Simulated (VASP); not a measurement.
## Dy3C: single point with PBE

Crystal: Dy3C.

```
Dy C
1.0
     5.16284    0.00000    0.00000
    -2.58142    4.47115    0.00000
     0.00000    0.00000    8.16013
Dy C
6 2
Direct
  0.00000 0.00000 0.25000
  0.00000 0.00000 0.75000
  0.33333 0.66667 0.97256
  0.66667 0.33333 0.02744
  0.66667 0.33333 0.47256
  0.33333 0.66667 0.52744
  0.33333 0.66667 0.25000
  0.66667 0.33333 0.75000
```

The cell was generated, and may not be a known phase.

```
Program                : VASP 6.6.1
Task                   : single point
Functional             : PBE
Potentials or basis    : VASP PAW PBE potentials, release 64 (Dy_3, C), 4f in core
Cutoff                 : 600 eV
k mesh                 : 4 × 4 × 2
Occupations            : gaussian, width 0.2 eV
Spin                   : no spin polarisation
Dipole correction      : no
Further INCAR settings : ALGO = Normal; EDIFF = 1e-06; NBANDS = 41
```

The pressure is 0.8 GPa and the largest force is 0.050 eV/Å. The band gap on the k mesh is zero (bands 31 and 32 overlap by 0.51 eV).

Forces in eV/Å, atoms in the order of the input:
```
Dy   0.000  0.000  0.000
Dy   0.000  0.000  0.000
Dy   0.000  0.000 -0.050
Dy   0.000  0.000  0.050
Dy   0.000  0.000 -0.050
Dy   0.000  0.000  0.050
C    0.000  0.000  0.000
C    0.000  0.000  0.000
```

Stress tensor (GPa, compression positive):
```
0.70 0.00 0.00
0.00 0.70 0.00
0.00 0.00 0.98
```

Levels at points of the mesh, in eV from the Fermi level:
```tsv
k point	band 29	band 30	band 31	band 32	band 33	band 34
(0.00, 0.00, 0.00)	-0.96	-0.78	-0.78	0.54	0.54	0.61
(0.50, 0.00, 0.00)	-0.56	-0.43	-0.29	0.29	0.31	0.42
(0.00, 0.00, 0.50)	-0.22	-0.22	-0.22	-0.22	0.68	0.68
(0.50, 0.00, 0.50)	-0.76	-0.76	0.02	0.02	0.34	0.34
```

Wall time 100 s on 1 thread of Intel(R) Xeon(R) Platinum 8488C (Sapphire Rapids), with other jobs on the host, peak memory 0.36 GiB.

Caveat: the k points lie up to 0.38 Å⁻¹ apart, too coarse for converged energies and pressures of a metal; spin-orbit coupling is left out, which moves the levels of the heavy elements; the 4f electrons are frozen in the core, so they carry no moment and show no levels. Spin polarisation is off, so any magnetic state and its effect on volume and gap are missing.
